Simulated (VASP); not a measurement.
Set up this calculation in VASP 6.6.1, as the native input.

```yaml
Task: single point
Functional: PBE
Dispersion: D3(BJ)
Potentials_or_basis: VASP PAW PBE potentials, release 64 (As, Ca_sv, P)
Cutoff: 520 eV
k_mesh: 5 × 5 × 5
Occupations: fermi-dirac, width 0.05 eV
Spin: no spin polarisation
Dipole_correction: no
Further_INCAR_settings: ALGO = Normal; EDIFF = 1e-06; NBANDS = 28
```

The structure of Ca3AsP lies in POSCAR:

```
Ca3AsP
1.0
    5.2587656775      0.0000000000      0.0000000000
    0.0000000000      5.2587656775      0.0000000000
    0.0000000000      0.0000000000      5.2587656775
As Ca P
1 3 1
Direct
    0.0000000000      0.0000000000      0.0000000000
    0.5000000000      0.5000000000      0.0000000000
    0.5000000000      0.0000000000      0.5000000000
    0.0000000000      0.5000000000      0.5000000000
    0.5000000000      0.5000000000      0.5000000000
```

These files were run (other wordings do the same):

INCAR

```
SYSTEM = Ca3AsP
ALGO     = Normal         ! electronic algorithm
EDIFF    = 1E-6           ! SCF threshold, eV
ENCUT    = 520            ! plane-wave cutoff, eV
GGA      = PE             ! functional
ISIF     = 2              ! what is computed and relaxed
ISMEAR   = -1             ! smearing method
IVDW     = 12             ! dispersion correction
LASPH    = .True.         ! aspherical terms in the spheres
LCHARG   = .False.        ! write CHGCAR
LREAL    = .False.        ! projectors in reciprocal space
LWAVE    = .False.        ! write WAVECAR
NBANDS   = 28             ! bands
NELM     = 60             ! most SCF steps
PREC     = Accurate       ! precision mode
SIGMA    = 0.05           ! smearing width, eV
```

KPOINTS

```
k-points
0
Gamma
  5 5 5
  0 0 0
```

Potentials or basis: VASP PAW PBE potentials, release 64 (As, Ca_sv, P).

Command:

```bash
$ cat potpaw_PBE.64/As/POTCAR potpaw_PBE.64/Ca_sv/POTCAR potpaw_PBE.64/P/POTCAR > POTCAR
$ mpirun -np 1 vasp_std > vasp.out
```

Results of the run:

* Pressure: 0.1 GPa
* Band gap on the k mesh: 0.28 eV
* Dispersion energy per atom: -0.302 eV

Wall time 36 s on 1 thread of Intel(R) Xeon(R) Platinum 8488C (Sapphire Rapids) (shared host), peak memory 0.26 GiB.
